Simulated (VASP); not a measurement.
# BN (P6_3/mmc) in VASP: further runs, part 2 of 2

VASP 6.6.1.

### Step 4. Single point, PBE

This run uses another cell than the first one: it holds 4 atoms, not 48.

INCAR reads:

```
SYSTEM = BN
ALGO = Normal
EDIFF = 1E-6
ENCUT = 520
GGA = PE
ISIF = 2
ISMEAR = 0
LASPH = .TRUE.
LCHARG = .TRUE.
LELF = .TRUE.
LREAL = .FALSE.
LVHAR = .TRUE.
LWAVE = .FALSE.
NBANDS = 16
NELM = 100
PREC = Accurate
SIGMA = 0.02
```

KPOINTS reads:

```
k-points
0
G
  12 12 6
  0 0 0
```

POSCAR reads:

```
BN
1.0
    2.4186539007      0.0000000000      0.0000000000
   -1.2093269503      2.0946157210      0.0000000000
    0.0000000000      0.0000000000      4.3406008283
B N
2 2
Direct
    0.3333333333      0.6666666667      0.2500000000
    0.6666666667      0.3333333333      0.7500000000
    0.3333333333      0.6666666667      0.7500000000
    0.6666666667      0.3333333333      0.2500000000
```

Potentials or basis: VASP PAW PBE potentials, release 64 (B, N).

Started as:

```
$ cat potpaw_PBE.64/B/POTCAR potpaw_PBE.64/N/POTCAR > POTCAR
$ mpirun -np 1 vasp_std > vasp.out
```

OUTCAR:

```text
SYSTEM = BN
   EDIFF = 1E-6
   ENCUT = 520
   GGA = PE
   ISIF = 2
   ISMEAR = 0
   LASPH = .TRUE.
   LREAL = .FALSE.
   NELM = 100
   PREC = Accurate

 ion  position               nearest neighbor table
   1  0.333  0.667  0.250-   4 1.40   4 1.40   4 1.40
   2  0.667  0.333  0.750-   3 1.40   3 1.40   3 1.40
   3  0.333  0.667  0.750-   2 1.40   2 1.40   2 1.40
   4  0.667  0.333  0.250-   1 1.40   1 1.40   1 1.40

  LATTYP: Found a hexagonal cell.
 ALAT       =     2.4186539007
 C/A-ratio  =     1.7946349525

  Lattice vectors:

 A1 = (   2.4186539007,   0.0000000000,   0.0000000000)
 A2 = (  -1.2093269503,   2.0946157210,   0.0000000000)
 A3 = (   0.0000000000,   0.0000000000,   4.3406008283)

Analysis of symmetry for initial positions (statically):
=====================================================================
 Subroutine PRICEL returns:
 Original cell was already a primitive cell.

 Routine SETGRP: Setting up the symmetry group for a
 hexagonal supercell.

 Subroutine GETGRP returns: Found 24 space group operations
 (whereof 12 operations were pure point group operations)
 out of a pool of 24 trial point group operations.

The static configuration has the point symmetry D_3d.
 The point group associated with its full space group is D_6h.

Analysis of symmetry for dynamics (positions and initial velocities):
=====================================================================
 Subroutine PRICEL returns:
 Original cell was already a primitive cell.

 Routine SETGRP: Setting up the symmetry group for a
 hexagonal supercell.

 Subroutine GETGRP returns: Found 24 space group operations
 (whereof 12 operations were pure point group operations)
 out of a pool of 24 trial point group operations.

The dynamic configuration has the point symmetry D_3d.
 The point group associated with its full space group is D_6h.

 Subroutine INISYM returns: Found 24 space group operations
[... 123 lines left out ...]
  Fermi-wavevector in a.u.,A,eV,Ry     =   1.472444  2.782516 29.498682  2.168092
  Thomas-Fermi vector in A             =   2.587458
   LORBIT       =      0    0 simple, 1 ext, 2 COOP (PROOUT), +10 PAW based schemes
   GGA     = PE    functional components
   LHFCALC =     F    Hartree Fock is set to
   AEXX    =    0.0000 exact exchange contribution
   IVDW    =     0    specifies the selected vdW correction
   LEPSILON=     F    determine dielectric tensor
   LRPA    =     F    only Hartree local field effects (RPA)
 non-spin polarized calculation
 Gauss-broadening in eV      SIGMA  =   0.02
  energy-cutoff  :      520.00
  volume of cell :       21.99
 maximum number of plane-waves:       605
 NGX is ok and might be reduce to    18

 number of electron      16.0000006 magnetization

 Free energy of the ion-electron system (eV)
  ---------------------------------------------------
  ext. energy  EPLUGINS =         0.00000000
  ---------------------------------------------------
  free energy    TOTEN  =       -32.67925743 eV

  energy without entropy =      -32.67925743  energy(sigma->0) =      -32.67925743

 E-fermi :   8.8471     XC(G=0): -13.0651

 val. band max:        8.7242676929   @ k =   0.1667   0.1667   0.0000
 cond. band min:      12.1968929663   @ k =   0.5000   0.0000   0.3333
 fundamental gap:      3.4726252734
 Fermi energy:         8.8470691878

 k-point     1 :       0.0000    0.0000    0.0000
  band No.  band energies     occupation
      1     -13.0123      2.00000
      2      -9.3614      2.00000
      3      -2.7025      2.00000
      4       5.4714      2.00000
      5       5.4714      2.00000
      6       6.5136      2.00000
[... 433 lines left out ...]
      3      -0.8749      2.00000
      4       0.7248      2.00000
      5       1.2303      2.00000
      6       2.8641      2.00000
[... 8 lines left out ...]
     15      26.8000      0.00000
     16      26.8480      0.00000

 [... further k-points ...]

------------------------ aborting loop because EDIFF is reached ----------------------------------------

  FORCE on cell =-STRESS in cart. coord.  units (eV):
  Direction    XX          YY          ZZ          XY          YZ          ZX
  --------------------------------------------------------------------------------------
  -------------------------------------------------------------------------------------
  Total       12.4048585     12.4048585     12.3321324      0.0000000      0.0000000      0.0000000
  in kB      903.8044254    903.8044255    898.5056802      0.0000000      0.0000000      0.0000000
  external PRESSURE =     902.0381770 kB  Pullay stress =       0.0000000 kB

 VOLUME and BASIS-vectors are now :
 -----------------------------------------------------------------------------
  energy-cutoff  :      520.00
  volume of cell :       21.99
      direct lattice vectors                 reciprocal lattice vectors
     2.418653901  0.000000000  0.000000000     0.413453119  0.238707270  0.000000000
    -1.209326950  2.094615721  0.000000000     0.000000000  0.477414540  0.000000000
     0.000000000  0.000000000  4.340600828     0.000000000  0.000000000  0.230382852

 POSITION                                       TOTAL-FORCE (eV/Angst)
 -----------------------------------------------------------------------------------
     -0.00000      1.39641      1.08515         0.000000     -0.000000      0.000000
      1.20933      0.69821      3.25545        -0.000000      0.000000      0.000000
     -0.00000      1.39641      3.25545         0.000000      0.000000      0.000000
      1.20933      0.69821      1.08515         0.000000     -0.000000      0.000000
 -----------------------------------------------------------------------------------
    total drift:                                0.000000     -0.000000      0.000000

  FREE ENERGIE OF THE ION-ELECTRON SYSTEM (eV)
  ---------------------------------------------------
  free  energy   TOTEN  =       -32.6792574321 eV

  energy  without entropy=      -32.6792574321  energy(sigma->0) =      -32.67925743
```

stdout:

```text
POSCAR found type information on POSCAR B N
 POSCAR found :  2 types and       4 ions
 scaLAPACK will be used
 LDA part: xc-table for (Slater+PW92), standard interpolation
 POSCAR, INCAR and KPOINTS ok, starting setup
 FFT: planning ... GRIDC
 FFT: planning ... GRID_SOFT
 FFT: planning ... GRID
 WAVECAR not read
 entering main loop
```

It took 15 s on 1 thread of Intel Xeon 6975P-C, shared host; peak memory 0.14 GiB.

Results:

```
Free energy            : -32.6793 eV
Pressure               : 90.2 GPa
Band gap on the k mesh : 3.47 eV, indirect (least direct gap 4.83 eV)
```

A k mesh can miss the band edges. Expect the measured gap to be larger: semilocal functionals such as PBE lack the derivative discontinuity.

### Step 5. The runs side by side

| cell | k mesh | smearing | gap on the mesh (eV) | pressure (GPa) |
| --- | --- | --- | --- | --- |
| a = 8.343, b = 8.702, c = 8.702 Å, angles 120.0, 90.0, 90.0°, 48 atoms | 2 × 2 × 2 | gaussian 0.01 eV | 4.40 | 0.1 |
| a = 2.472, b = 2.472, c = 5.288 Å, angles 90.0, 90.0, 120.0°, 4 atoms | 12 × 12 × 4 | gaussian 0.02 eV | 3.89 | 25.1 |
| a = 2.419, b = 2.419, c = 4.341 Å, angles 90.0, 90.0, 120.0°, 4 atoms | 12 × 12 × 6 | gaussian 0.02 eV | 3.47 | 90.2 |

Alike in all rows: task single point; level PBE; potentials or basis VASP PAW PBE potentials, release 64 (B, N); no spin polarisation; cutoff (eV) 520.

Caveats: this functional lacks dispersion, which binds the layers, so the pressure and a relaxed spacing across them are unreliable (some runs).

Absolute energies hang on the potentials; compare differences alone.
